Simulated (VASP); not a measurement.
## MnO2: single point with PBE+U

The system is MnO2.

```
Mn O
1.0
     2.92275    0.00000    0.00000
    -1.46137    2.53117    0.00000
     0.00000    0.00000    5.18639
Mn O
1 2
Direct
  0.00000 0.00000 0.00000
  0.33333 0.66667 0.18335
  0.66667 0.33333 0.81665
```

```
Program                : VASP 6.6.1
Task                   : single point
Functional             : PBE
Potentials or basis    : VASP PAW PBE potentials, release 64 (Mn_pv, O)
Cutoff                 : 520 eV
k mesh                 : 10 × 10 × 6
Occupations            : gaussian, width 0.05 eV
Spin                   : collinear spin, ferrimagnetic start
Starting moments       : [3.15, -0.16, -0.16] μB
Hubbard terms          : Mn d U = 3.9 eV
Dipole correction      : no
Further INCAR settings : ALGO = Normal; EDIFF = 1e-06; NBANDS = 24
```

```json
{
  "Pressure": "0.3 GPa",
  "Largest force": "0.080 eV/Å",
  "Band gap on the k mesh": "1.77 eV, indirect (least direct gap 1.94 eV)",
  "Net moment": "3.00 μB per cell",
  "Site moments": "Mn +3.24; O -0.13 μB",
  "Valence electrons inside the program's atomic spheres": "Mn 11.59; O 4.98"
}
```

Forces on the atoms (eV/Å):
```
Mn   0.000  0.000  0.000
O    0.000  0.000  0.080
O    0.000  0.000 -0.080
```

Stress tensor (GPa, compression positive):
```
0.15 0.00 0.00
0.00 0.15 0.00
0.00 0.00 0.75
```

Levels at points of the mesh, in eV from the valence-band top:
Spin up:
| k point | band 10 | band 11 | band 12 | band 13 | band 14 | band 15 | band 16 | band 17 | band 18 | band 19 |
| --- | --- | --- | --- | --- | --- | --- | --- | --- | --- | --- |
| (0.00, 0.00, 0.00) | -3.49 | -0.75 | -0.48 | -0.48 | -0.43 | 3.11 | 3.11 | 7.18 | 10.65 | 13.29 |
| (0.50, 0.00, 0.00) | -3.12 | -2.55 | -1.97 | -1.44 | -1.15 | 2.28 | 2.97 | 11.98 | 12.84 | 13.98 |
| (0.00, 0.00, 0.50) | -3.49 | -1.07 | -0.49 | -0.49 | -0.48 | 3.13 | 3.13 | 9.05 | 9.15 | 12.63 |
| (0.50, 0.00, 0.50) | -3.12 | -2.51 | -1.95 | -1.53 | -0.90 | 2.28 | 2.94 | 11.48 | 12.88 | 13.85 |
Spin down:
```tsv
k point	band 8	band 9	band 10	band 11	band 12	band 13	band 14	band 15
(0.00, 0.00, 0.00)	-3.82	-0.71	-0.71	-0.61	3.03	3.03	4.34	5.16
(0.50, 0.00, 0.00)	-3.04	-2.10	-1.95	-1.27	3.10	3.64	3.90	4.63
(0.00, 0.00, 0.50)	-3.55	-1.24	-0.72	-0.72	3.03	3.03	4.36	5.17
(0.50, 0.00, 0.50)	-3.05	-2.08	-1.91	-1.03	3.12	3.64	3.90	4.60
```

Eigenvalues of the final occupation matrices:
```tsv
site	spin	trace	eigenvalues
site 1 d	1	4.01	0.56 0.56 0.96 0.96 0.96
site 1 d	2	0.84	0.07 0.07 0.07 0.31 0.31
```

It took 3.7 min on 1 thread of AMD EPYC 9R45, on a shared host, peak memory 0.21 GiB.

Caveat: a cell with one magnetic atom can't hold antiferromagnetic order, which such compounds often take. A k mesh can miss the band edges.
